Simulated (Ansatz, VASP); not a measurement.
One calculation of Ni, two programs

```
CELL_PARAMETERS angstrom
0.00000 1.48364 1.48364
1.48364 0.00000 1.48364
1.48364 1.48364 0.00000
ATOMIC_POSITIONS crystal
Ni 0.00000 0.00000 0.00000
```

Change from the starting cell: volume scaled by 0.6, LAPW.

Alike in both runs: task single point; functional PBE; k mesh 18 × 18 × 18; occupations fermi-dirac, width 0.05 eV; collinear spin.

```csv
,VASP,Ansatz
version,VASP 6.6.1,Ansatz 0.2.0
potentials or method,"VASP PAW PBE potentials, release 64 (Ni), cutoff 520 eV","all-electron LAPW, scalar-relativistic"
```

Ansatz gave:

- pressure (GPa): 344.7
- net moment per atom (μB): 0.41
- size of the moment on the site where the two differ most (μB): 0.42

Question: What did VASP give for the same quantities?

Answer: Pressure (GPa): 343.9; net moment per atom (μB): 0.39; size of the moment on the site where the two differ most (μB): 0.37.

Site moments also hang on the region over which each program counts them. Both programs put the cell under a high pressure, so it lies far from rest at this level. Ansatz ran all-electron here, and VASP with PAW potentials.

Noted on VASP's run: the cell as given lies far from equilibrium.
